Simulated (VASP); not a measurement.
Write the native input for VASP 6.6.1 that does the following.

```
Task                   : single point
Functional             : PBE
Potentials or basis    : VASP PAW PBE potentials, release 64 (Cl)
Cutoff                 : 520 eV
k mesh                 : 15 × 15 × 15
Occupations            : fermi-dirac, width 0.1 eV
Spin                   : no spin polarisation
Dipole correction      : no
Further INCAR settings : ALGO = Normal; EDIFF = 1e-06; NBANDS = 10
```

The structure of Cl lies in POSCAR:

```
Cl
1.0
    2.7157174174      0.0000000000      0.0000000000
    0.0000000000      2.7157174174      0.0000000000
    0.0000000000      0.0000000000      2.7157174174
Cl
1
Direct
    0.0000000000      0.0000000000      0.0000000000
```

This cell differs from its parent crystal: volume scaled by 0.85.

One way to write it, as run:

INCAR

```
PREC = Accurate
ENCUT = 520
EDIFF = 1E-6
ISMEAR = -1
SIGMA = 0.1
LREAL = False
LASPH = True
NELM = 80
ALGO = Normal
ISIF = 2
LWAVE = False
LCHARG = True
GGA = PE
LELF = True
LVHAR = True
NBANDS = 10
```

KPOINTS

```
Automatic mesh
0
Gamma
  15 15 15
```

Potentials or basis: VASP PAW PBE potentials, release 64 (Cl).

Command:

```bash
$ cat potpaw_PBE.64/Cl/POTCAR > POTCAR
$ mpirun -np 1 vasp_std > vasp.out
```

It gave:

| Property | Result |
| --- | --- |
| Pressure | 8.1 GPa |

Caveat: an odd number of electrons without spin polarisation forces a metal; a magnetic or distorted state may lie lower.

Run time: 17 s on 1 thread of AMD EPYC 7R13, with other jobs on the host, peak memory 0.1 GiB.
